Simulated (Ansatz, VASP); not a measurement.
**Two plane-wave programs on MgZr2N2**

File INCAR:

```
PREC = Accurate ; ENCUT = 520
EDIFF = 1E-6 ; ISMEAR = 0
SIGMA = 0.1 ; LREAL = False
LASPH = True ; NELM = 100
ALGO = Normal ; ISIF = 2
LWAVE = False ; LCHARG = False
GGA = PE ; NBANDS = 26
```

Contents of KPOINTS:

```
regular mesh
0
Gamma
  6 6 4
```

File POSCAR:

```
MgZr2N2
1.0
    3.3297549200      0.0000000000      0.0000000000
    0.0000000000      3.3297549200      0.0000000000
    0.0000000000      0.0000000000      6.3921037100
Mg Zr N
1 2 2
Direct
    0.5000000000      0.5000000000      0.0000000000
    0.0000000000      0.0000000000      0.5000000000
    0.0000000000      0.0000000000      0.0000000000
    0.5000000000      0.5000000000      0.6766933100
    0.5000000000      0.5000000000      0.3233066900
```

Input for Ansatz:

```yaml
crystal:
  lattice:
    - [3.32975492, 0.0, 0.0]
    - [0.0, 3.32975492, 0.0]
    - [0.0, 0.0, 6.39210371]
  atoms:
    - { symbol: Mg, position: [0.5, 0.5, 0.0] }
    - { symbol: Zr, position: [0.0, 0.0, 0.5] }
    - { symbol: Zr, position: [0.0, 0.0, 0.0] }
    - { symbol: "N", position: [0.5, 0.5, 0.67669331] }
    - { symbol: "N", position: [0.5, 0.5, 0.32330669] }
basis:
  ecutwfc: 420
kpoints:
  mp_grid: { grid: [6, 6, 4] }
hamiltonian:
  xc: pbe
scf:
  occupations: { method: gaussian, width: 0.1 }
  lower_state_search: "off"
output:
  forces: true
  stress: true
  eigenvalues: true
```

Alike in both runs: task single point; functional PBE; k mesh 6 × 6 × 4; occupations gaussian, width 0.1 eV; no spin polarisation.

|  | VASP | Ansatz |
| --- | --- | --- |
| version | VASP 6.6.1 | Ansatz 0.2.0 |
| potentials or method | VASP PAW PBE potentials, release 64 (Mg, Zr_sv, N), cutoff 520 eV | scalar-relativistic, plane waves, PAW |
| valence electrons in the cell | 36 | 44 |

```csv
,VASP,Ansatz,Ansatz less VASP
gap on the k mesh at the Fermi level (eV),none,none,-
pressure (GPa),5.8,5.6,-0.17
"traceless stress, the component that is largest in VASP (GPa)",-14.59,-14.46,+0.131
rms of the force components (eV/Å),0.237,0.239,+0.0024
```

Atom by atom the forces differ by 0.002 eV/Å (rms over components). A gap of «none» marks a metal or a gap that the smearing closes. With one functional, cell and mesh, what is left measures potentials, basis and numerics. VASP's potentials hold 36 valence electrons a cell and Ansatz's 44, so a difference there can come from the potentials and not from the codes.
